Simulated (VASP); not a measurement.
Write the native input for VASP 6.6.1 that does the following.

| Item | Value |
| --- | --- |
| Task | relaxation of cell and atoms |
| Functional | PBEsol |
| Potentials or basis | VASP PAW PBE potentials, release 64 (Ag) |
| Cutoff | 600 eV |
| k mesh | 18 × 18 × 18 |
| Occupations | gaussian, width 0.1 eV |
| Spin | no spin polarisation |
| Dipole correction | no |
| Further INCAR settings | ALGO = Normal; EDIFF = 1e-06; IBRION = 2; EDIFFG = -0.01; NSW = 80; ISIF = 3 |

The structure of Ag lies in POSCAR:

```
Ag
1.0
   -1.6106299995      1.6106299995      1.6106299995
    1.6106299995     -1.6106299995      1.6106299995
    1.6106299995      1.6106299995     -1.6106299995
Ag
1
Direct
    0.0000000000      0.0000000000      0.0000000000
```

One way to write it, as run:

INCAR

```
PREC = Accurate
ENCUT = 600
EDIFF = 1E-6
ISMEAR = 0
SIGMA = 0.1
LREAL = False
LASPH = True
NELM = 60
ALGO = Normal
ISIF = 3
LWAVE = False
LCHARG = False
GGA = PS
IBRION = 2
NSW = 80
EDIFFG = -0.01
```

KPOINTS

```
Automatic mesh
0
Gamma
  18 18 18
```

Potentials or basis: VASP PAW PBE potentials, release 64 (Ag).

Launch:

```bash
$ cat potpaw_PBE.64/Ag/POTCAR > POTCAR
$ mpirun -np 1 vasp_std > vasp.out
```

It gave:

```json
{
 "Relaxed volume": "16.74 Å³/atom",
 "Relaxed cell": "a = 2.791 Å, b = 2.791 Å, c = 2.791 Å, α = 109.47°, β = 109.47°, γ = 109.47°",
 "Space group after relaxing (to 0.05 Å)": "Im-3m (No. 229)",
 "Energy gained by relaxing": "0.0 meV/atom",
 "Ionic steps": "3",
 "Pressure after relaxing": "0.0 GPa"
}
```

Caveat: the PAW data sets were made with another functional, which shifts forces and pressure a little.

Run time: 46 s on 1 thread of AMD EPYC 7R43 64-Core Processor (Zen 3) (shared host), peak memory 0.14 GiB.
